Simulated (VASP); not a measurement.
Write the native input for VASP 6.6.1 that does the following.

| Item | Value |
| --- | --- |
| Task | single point |
| Functional | PBEsol |
| Potentials or basis | VASP PAW PBE potentials, release 64 (Sn_d, O) |
| Cutoff | 520 eV |
| k mesh | 10 × 10 × 10 |
| Occupations | gaussian, width 0.05 eV |
| Spin | no spin polarisation |
| Dipole correction | no |
| Further INCAR settings | ALGO = Normal; EDIFF = 1e-06; NBANDS = 35 |

The structure of SnO2 lies in POSCAR:

```
SnO2
1.0
   -2.1932613824      2.1932613824      4.9686143357
    2.1932613824     -2.1932613824      4.9686143357
    2.1932613824      2.1932613824     -4.9686143357
Sn O
2 4
Direct
    0.7500000000      0.2500000000      0.5000000000
    0.0000000000      0.0000000000      0.0000000000
    0.7961490698      0.7961490698      0.0000000000
    0.9538509302      0.4538509302      0.5000000000
    0.2038509302      0.2038509302      0.0000000000
    0.5461490698      0.0461490698      0.5000000000
```

This cell differs from its parent crystal: volume 15.934 Å^3 an atom, c/a of the conventional cell 2.2654.

The input as run:

INCAR

```
SYSTEM = SnO2
PREC = Accurate
ENCUT = 520
EDIFF = 1E-6
ISMEAR = 0
SIGMA = 0.05
LREAL = .FALSE.
LASPH = .TRUE.
NELM = 60
ALGO = Normal
ISIF = 2
LWAVE = .FALSE.
LCHARG = .FALSE.
GGA = PS
NBANDS = 35
```

KPOINTS

```
Automatic mesh
0
G
  10 10 10
  0 0 0
```

Potentials or basis: VASP PAW PBE potentials, release 64 (Sn_d, O).

The run is started by

```bash
$ cat potpaw_PBE.64/Sn_d/POTCAR potpaw_PBE.64/O/POTCAR > POTCAR
$ mpirun -np 1 vasp_std > vasp.out
```

Results of the run:

```yaml
Pressure: -13.0 GPa
Largest_force: 0.058 eV/Å
Band_gap_on_the_k_mesh: 0.95 eV, indirect (least direct gap 1.23 eV)
```

Caveat: the PAW data sets were made with another functional, which shifts forces and pressure a little; spin-orbit coupling is left out, which moves the levels of the heavy elements.

It took 9.3 min on 1 thread of Oxide Virtual Turin-like Processor, on a shared host, peak memory 0.46 GiB.
